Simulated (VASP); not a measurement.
Input of a VASP 6.6.1 run:

File INCAR:

```
ALGO = Fast
EDIFF = 1E-6
ENCUT = 520
GGA = PE
ISIF = 2
ISMEAR = 0
ISYM = 0
LASPH = T
LCHARG = T
LELF = T
LREAL = Auto
LVHAR = T
LWAVE = F
NBANDS = 104
NELM = 100
PREC = Accurate
SIGMA = 0.1
```

Contents of KPOINTS:

```
Automatic mesh
0
Gamma
  3 3 2
  0 0 0.5
```

POSCAR

```
Ta5NbIn2IrAu7
1.0
    3.0469294109     -5.1669915727     -0.0204003258
    2.9489342467      5.1104140381     -0.0067411272
   -0.0434263247      0.0126178272      9.4304965209
Nb In Ta Ir Au
1 2 5 1 7
Direct
    0.8294117035      0.7020178226      0.6221482383
    0.3423753690      0.1863280996      0.6271577617
    0.6382163858      0.8148951344      0.8723635652
    0.3503450213      0.1414861794      0.1262348950
    0.8616890471      0.1681229803      0.1330097319
    0.8703647654      0.2506657267      0.6184153204
    0.1410759362      0.7942041825      0.3809527582
    0.1281107423      0.7905735933      0.8674335098
    0.3165541600      0.6800262818      0.6269459661
    0.3435577202      0.6579821414      0.1278478459
    0.8475364775      0.6680529273      0.1254390536
    0.6675050530      0.3437153479      0.3687535432
    0.6665963098      0.3132184889      0.8815328002
    0.1792539750      0.3197716803      0.3700479218
    0.1573656644      0.3047910614      0.8831869880
    0.6530191673      0.8573520877      0.3867565267
```

Potentials or basis: VASP PAW PBE potentials, release 64 (Nb_sv, In_d, Ta_pv, Ir, Au).

Launch:

```sh
$ cat potpaw_PBE.64/Nb_sv/POTCAR potpaw_PBE.64/In_d/POTCAR potpaw_PBE.64/Ta_pv/POTCAR potpaw_PBE.64/Ir/POTCAR potpaw_PBE.64/Au/POTCAR > POTCAR
$ mpirun -np 1 vasp_std > vasp.out
```

**Question.** Estimate the pressure.

**Answer.** -0.2 GPa.

**Question.** What does it give for the largest force?

**Answer.** 0.026 eV/Å.

**Question.** Predict the band gap on the k mesh.

**Answer.** Zero (bands 90 and 91 overlap by 0.27 eV).

Forces in eV/Å, atoms in the order of the input:
```
Nb  -0.001 -0.010 -0.022
In  -0.002 -0.012 -0.020
In   0.011  0.005  0.019
Ta   0.003  0.002 -0.003
Ta   0.003 -0.004  0.001
Ta   0.002  0.005  0.001
Ta  -0.005  0.001  0.004
Ta  -0.015  0.021 -0.001
Ir   0.004 -0.008 -0.012
Au  -0.009  0.000  0.010
Au   0.002  0.009  0.002
Au  -0.001  0.001  0.002
Au   0.004 -0.002  0.003
Au   0.007 -0.001  0.006
Au   0.002  0.002  0.002
Au  -0.004 -0.008  0.008
```

Caveat: the k points lie up to 0.41 Å⁻¹ apart; spin-orbit coupling is left out, which moves the levels of the heavy elements.
